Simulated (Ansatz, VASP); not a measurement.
**Te2Mo: VASP beside Ansatz**

File INCAR:

```
SYSTEM = Te2Mo
PREC = Accurate
ENCUT = 520
EDIFF = 1E-7
ISMEAR = 0
SIGMA = 0.05
LREAL = .False.
LASPH = .True.
NELM = 100
ALGO = Normal
ISIF = 2
LWAVE = .False.
LCHARG = .False.
GGA = PE
NBANDS = 35
```

The input KPOINTS:

```
regular mesh
0
Gamma
  9 9 2
  0 0 0
```

The input POSCAR:

```
Te2Mo
1.0
   -1.7785332447     -3.0805099428      0.0000000000
    1.7785332447     -3.0805099428      0.0000000000
    0.0000000000      0.0000000000     14.9047171722
Te Mo
4 2
Direct
    0.6666666667      0.6666666667      0.1337329909
    0.3333333333      0.3333333333      0.6437969189
    0.6666666667      0.6666666667      0.3763309370
    0.3333333333      0.3333333333      0.8863948650
    0.6666666667      0.6666666667      0.7650958920
    0.3333333333      0.3333333333      0.2550319640
```

Input for Ansatz:

```yaml
crystal:
  lattice:
    - [-1.7785332447, -3.0805099428, 0.0]
    - [1.7785332447, -3.0805099428, 0.0]
    - [0.0, 0.0, 14.9047171722]
  atoms:
    - { symbol: Te, position: [0.6666666667, 0.6666666667, 0.1337329909] }
    - { symbol: Te, position: [0.3333333333, 0.3333333333, 0.6437969189] }
    - { symbol: Te, position: [0.6666666667, 0.6666666667, 0.376330937] }
    - { symbol: Te, position: [0.3333333333, 0.3333333333, 0.886394865] }
    - { symbol: Mo, position: [0.6666666667, 0.6666666667, 0.765095892] }
    - { symbol: Mo, position: [0.3333333333, 0.3333333333, 0.255031964] }
basis:
  ecutwfc: 420
kpoints:
  mp_grid: { grid: [9, 9, 2] }
hamiltonian:
  xc: pbe
scf:
  occupations: { method: gaussian, width: 0.05 }
output:
  forces: true
  stress: true
  eigenvalues: true
```

Alike in both runs: task single point; functional PBE; k mesh 9 × 9 × 2; occupations gaussian, width 0.05 eV; no spin polarisation.

|  | VASP | Ansatz |
| --- | --- | --- |
| version | VASP 6.6.1 | Ansatz 0.2.0 |
| potentials or method | VASP PAW PBE potentials, release 64 (Te, Mo_sv), cutoff 520 eV | scalar-relativistic, plane waves, PAW |
| valence electrons in the cell | 52 | 92 |

|  | VASP | Ansatz | Ansatz less VASP |
| --- | --- | --- | --- |
| gap on the k mesh at the Fermi level (eV) | 0.99 | 0.99 | -0.004 |
| least direct gap on the mesh (eV) | 1.02 | 1.02 | +0.001 |
| pressure (GPa) | 0.1 | 0.1 | -0.01 |
| traceless stress, the component that is largest in VASP (GPa) | 0.16 | 0.11 | -0.056 |
| rms of the force components (eV/Å) | 0.006 | 0.008 | +0.0019 |

Atom by atom the forces differ by 0.006 eV/Å (rms over components). VASP's potentials hold 52 valence electrons a cell and Ansatz's 92, so a difference there can come from the potentials and not from the codes.

Spin-orbit coupling is off throughout.
